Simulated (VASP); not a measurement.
A run of VASP 6.6.1 is set up as follows.

INCAR

```
SYSTEM = LiF
PREC     = Accurate       ! precision mode
ENCUT    = 520            ! plane-wave cutoff, eV
EDIFF    = 1E-8           ! SCF threshold, eV
ISMEAR   = -1             ! smearing method
SIGMA    = 0.03           ! smearing width, eV
LREAL    = .FALSE.        ! projectors in reciprocal space
LASPH    = .TRUE.         ! aspherical terms in the spheres
NELM     = 60             ! most SCF steps
ALGO     = Normal         ! electronic algorithm
ISIF     = 2              ! what is computed and relaxed
LWAVE    = .FALSE.        ! write WAVECAR
LCHARG   = .FALSE.        ! write CHGCAR
GGA      = PE             ! functional
LEFG     = .TRUE.       
NBANDS   = 12             ! bands
```

KPOINTS

```
regular mesh
0
G
  14 14 14
  0 0 0
```

POSCAR

```
LiF
1.0
    0.0000000000      2.0340519226      2.0340519226
    2.0340519226      0.0000000000      2.0340519226
    2.0340519226      2.0340519226      0.0000000000
Li F
1 1
Direct
    0.0000000000      0.0000000000      0.0000000000
    0.5000000000      0.5000000000      0.5000000000
```

Potentials or basis: VASP PAW PBE potentials, release 64 (Li_sv, F).

Launch:

```bash
$ cat potpaw_PBE.64/Li_sv/POTCAR potpaw_PBE.64/F/POTCAR > POTCAR
$ mpirun -np 1 vasp_std > vasp.out
```

Problem. Estimate the band gap on the k mesh.

Solution. 8.83 eV.

 A k mesh can miss the band edges.
